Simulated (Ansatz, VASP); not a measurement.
Cu in VASP and in Ansatz

```
Cu
1.0
     2.53076    0.00000    0.00000
    -1.26538    2.19171    0.00000
     0.00000    0.00000    8.26182
Cu
4
Direct
  0.99258 0.99859 0.99980
  0.33032 0.65694 0.25061
  0.00824 0.00612 0.50105
  0.67244 0.33696 0.75196
```

Alike in both runs: task single point; functional LDA; k mesh 7 × 7 × 2; occupations fermi-dirac, width 0.1 eV; no spin polarisation.

```csv
,VASP,Ansatz
version,VASP 6.6.1,Ansatz 0.2.0
potentials or method,"VASP PAW LDA potentials, release 64 (Cu), cutoff 600 eV","plane waves, PAW"
valence electrons in the cell,44,76
```

```csv
,VASP,Ansatz,Ansatz less VASP
pressure (GPa),-7.7,-8.8,-1.08
"traceless stress, the component that is largest in VASP (GPa)",-0.28,-0.27,+0.005
rms of the force components (eV/Å),0.042,0.042,0.0000
```

LDA's correlation is that of Perdew and Zunger in VASP and of Perdew and Wang (1992) in Ansatz. Atom by atom the forces differ by 0.000 eV/Å (rms over components). VASP's potentials hold 44 valence electrons a cell and Ansatz's 76, so a difference there can come from the potentials and not from the codes. Ansatz's warnings: stress scf threshold loose.

The k mesh is coarse, so the values compare programs but aren't converged.
